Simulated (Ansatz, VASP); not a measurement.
Ir: VASP beside Ansatz

```
CELL_PARAMETERS angstrom
2.75138 0.00000 0.00000
-1.37569 2.38276 0.00000
0.00000 0.00000 4.46229
ATOMIC_POSITIONS crystal
Ir 0.33333 0.66667 0.25000
Ir 0.66667 0.33333 0.75000
```

Alike in both runs: functional LDA; k mesh 11 × 11 × 6; occupations fermi-dirac, width 0.05 eV; no spin polarisation.

|  | VASP | Ansatz |
| --- | --- | --- |
| version | VASP 6.6.1 | Ansatz 0.2.0 |
| potentials or method | VASP PAW LDA potentials, release 64 (Ir), cutoff 520 eV | all-electron LAPW, scalar-relativistic |
| task | single point | band structure |

```csv
,VASP,Ansatz,Ansatz less VASP
gap on the k mesh at the Fermi level (eV),none,none,-
pressure (GPa),-15.8,-17.8,-2.01
"traceless stress, the component that is largest in VASP (GPa)",-0.38,-0.43,-0.053
```

LDA's correlation is that of Perdew and Zunger in VASP and of Perdew and Wang (1992) in Ansatz. A gap of «none» marks a metal or a gap that the smearing closes. Ansatz ran all-electron here, and VASP with PAW potentials.

Neither program's run includes spin-orbit coupling.
